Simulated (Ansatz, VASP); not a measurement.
GdN in VASP and in Ansatz

```
CELL_PARAMETERS angstrom
0.00000 2.76647 2.76647
2.76647 0.00000 2.76647
2.76647 2.76647 0.00000
ATOMIC_POSITIONS crystal
Gd 0.00000 0.00000 0.00000
N 0.75000 0.75000 0.75000
```

Change from the starting cell: species swapped into the InAs type (F-43m, No. 216).

Alike in both runs: task single point; functional PBE; k mesh 6 × 6 × 6; occupations gaussian, width 0.1 eV; collinear spin.

|  | VASP | Ansatz |
| --- | --- | --- |
| version | VASP 6.6.1 | Ansatz 0.2.0 |
| potentials or method | VASP PAW PBE potentials, release 64 (Gd, N), cutoff 520 eV | scalar-relativistic, plane waves, PAW |
| valence electrons in the cell | 23 | 23 |

```csv
,VASP,Ansatz,Ansatz less VASP
gap on the k mesh at the Fermi level (eV),1.08,1.07,-0.006
least direct gap on the mesh (eV),1.83,1.83,-0.003
pressure (GPa),-9.2,-9.2,-0.05
net moment per atom (μB),3.50,3.50,0.000
size of the moment on the site where the two differ most (μB),6.79,6.83,+0.039
```

Site moments also hang on the region over which each program counts them.

Neither program's run includes spin-orbit coupling.
